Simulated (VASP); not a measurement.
A run of VASP 6.6.1 is set up as follows.

File INCAR:

```
ALGO     = Normal         # electronic algorithm
EDIFF    = 1E-7           # SCF threshold, eV
ENCUT    = 520            # plane-wave cutoff, eV
GGA      = CA             # functional
ISIF     = 2              # what is computed and relaxed
ISMEAR   = -1             # smearing method
LASPH    = True           # aspherical terms in the spheres
LCHARG   = False          # write CHGCAR
LREAL    = False          # projectors in reciprocal space
LWAVE    = False          # write WAVECAR
NBANDS   = 28             # bands
NELM     = 60             # most SCF steps
PREC     = Accurate       # precision mode
SIGMA    = 0.1            # smearing width, eV
```

KPOINTS

```
k-points
0
Gamma
  9 9 9
```

The input POSCAR:

```
AgPt3
1.0
    3.9000000000      0.0390000000      0.0000000000
    0.0390000000      3.9000000000      0.0000000000
    0.0000000000      0.0000000000      3.9000000000
Ag Pt
1 3
Direct
    0.0000000000      0.0000000000      0.0000000000
    0.0000000000      0.5000000000      0.5000000000
    0.5000000000      0.0000000000      0.5000000000
    0.5000000000      0.5000000000      0.0000000000
```

Potentials or basis: VASP PAW LDA potentials, release 64 (Ag, Pt).

Launch:

```console
$ cat potpaw_LDA.64/Ag/POTCAR potpaw_LDA.64/Pt/POTCAR > POTCAR
$ mpirun -np 1 vasp_std > vasp.out
```

Problem. Predict the pressure.

Solution. 3.1 GPa.

Problem. What does it give for the band gap on the k mesh?

Solution. Zero (an odd number of electrons rules out a gap without spin polarisation).

Stress tensor (GPa, compression positive):
```
 3.19 -2.23  0.00
-2.23  3.19  0.00
 0.00  0.00  2.95
```

Caveat: the cell stands under pressure; spin-orbit coupling is left out, which moves the levels of the heavy elements.
